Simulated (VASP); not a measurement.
Wanted: the native input for a VASP 6.6.1 run.

| Item | Value |
| --- | --- |
| Task | single point |
| Functional | r2SCAN |
| Dispersion | D3(BJ) |
| Potentials or basis | VASP PAW PBE potentials, release 64 (In_d, P) |
| Cutoff | 520 eV |
| k mesh | 8 × 8 × 8 |
| Occupations | fermi-dirac, width 0.05 eV |
| Spin | no spin polarisation |
| Dipole correction | no |
| Further INCAR settings | ALGO = Normal; EDIFF = 1e-07; NBANDS = 16 |

InP:

```xyz
2
Lattice="0.0000 2.9402 2.9402 2.9402 0.0000 2.9402 2.9402 2.9402 0.0000" Properties=species:S:1:pos:R:3 pbc="T T T"
In    0.0000    0.0000    0.0000
P     4.4103    4.4103    4.4103
```

These files were run (other wordings do the same):

POSCAR

```
InP
1.0
    0.0000000000      2.9402070281      2.9402070281
    2.9402070281      0.0000000000      2.9402070281
    2.9402070281      2.9402070281      0.0000000000
In P
1 1
Direct
    0.0000000000      0.0000000000      0.0000000000
    0.7500000000      0.7500000000      0.7500000000
```

INCAR.step1

```
  ALGO = Normal
  EDIFF = 1E-4
  ENCUT = 520
  GGA = PE
  ISMEAR = -1
  LASPH = True
  LCHARG = False
  LREAL = False
  LWAVE = True
  NBANDS = 16
  NELM = 80
  PREC = Accurate
  SIGMA = 0.05
```

INCAR.step2

```
  ALGO = Normal
  EDIFF = 1E-7
  ENCUT = 520
  ISIF = 2
  ISMEAR = -1
  ISTART = 1
  IVDW = 12
  LASPH = True
  LCHARG = False
  LMIXTAU = True
  LREAL = False
  LWAVE = False
  METAGGA = R2SCAN
  NBANDS = 16
  NELM = 80
  PREC = Accurate
  SIGMA = 0.05
  VDW_A1 = 0.49484001
  VDW_A2 = 5.73083694
  VDW_S6 = 1.0
  VDW_S8 = 0.78981345
```

KPOINTS

```
k-points
0
Gamma
  8 8 8
```

Potentials or basis: VASP PAW PBE potentials, release 64 (In_d, P).

The run is started by

```sh
$ cat potpaw_PBE.64/In_d/POTCAR potpaw_PBE.64/P/POTCAR > POTCAR
$ cp INCAR.step1 INCAR
$ mpirun -np 1 vasp_std > vasp.out
$ cp INCAR.step2 INCAR
$ mpirun -np 1 vasp_std > vasp.out
```

Results of the run:

```yaml
Pressure: -0.1 GPa
Band_gap_on_the_k_mesh: 1.11 eV, direct
Dispersion_energy_per_atom: -0.149 eV
```

Caveat: the PAW data sets were made with another functional, which shifts forces and pressure a little; spin-orbit coupling is left out, which moves the levels of the heavy elements.

Wall time 58 s on 1 thread of Intel Xeon 6975P-C (shared host), peak memory 0.2 GiB.
